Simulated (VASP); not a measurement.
Runs of VASP 6.6.1 on Be3Co. Symmetry: I4/mmm, No. 139, tetragonal system. The conventional cell has a = 3.092 Å, b = 3.092 Å, c = 6.988 Å, α = 90.00°, β = 90.00°, γ = 90.00°. Be (site symmetry -4m2) has 8 Be at 2.19 to 2.33 Å and 4 Co at 2.33 Å within 2.9 Å. Be (site symmetry 4/mmm) has 4 Co at 2.19 Å and 8 Be at 2.33 Å within 2.9 Å. Within 2.9 Å of Co (site symmetry 4/mmm) lie 12 Be at 2.19 to 2.33 Å. 

| spin | fixed moment (μB) | pressure (GPa) | moment (μB) |
| --- | --- | --- | --- |
| collinear, ferromagnetic start | 1.0 | -8.0 | 1.00 |
| collinear, ferromagnetic start | 3.0 | 4.1 | 3.00 |
| collinear | 0.5 | (b) | 0.50 |
| collinear, ferromagnetic start | 1.5 | -6.0 | 1.50 |
| collinear, zero start | 0.0 | -9.7 | 0.00 |
| collinear, ferromagnetic start | 2.0 | -3.3 | 2.00 |
| collinear, ferromagnetic start | 2.5 | (a) | 2.50 |

Alike in all rows: task single point; level LDA; potentials or basis VASP PAW LDA potentials, release 64 (Be, Co); cell as given; k mesh 10 × 10 × 10; cutoff (eV) 520; smearing methfessel-paxton 0.15 eV.

Q: Fill in the values left out.

A: (a) 0.1; (b) -9.3.

Caveats: the total moment is fixed, so each spin has its own Fermi level.
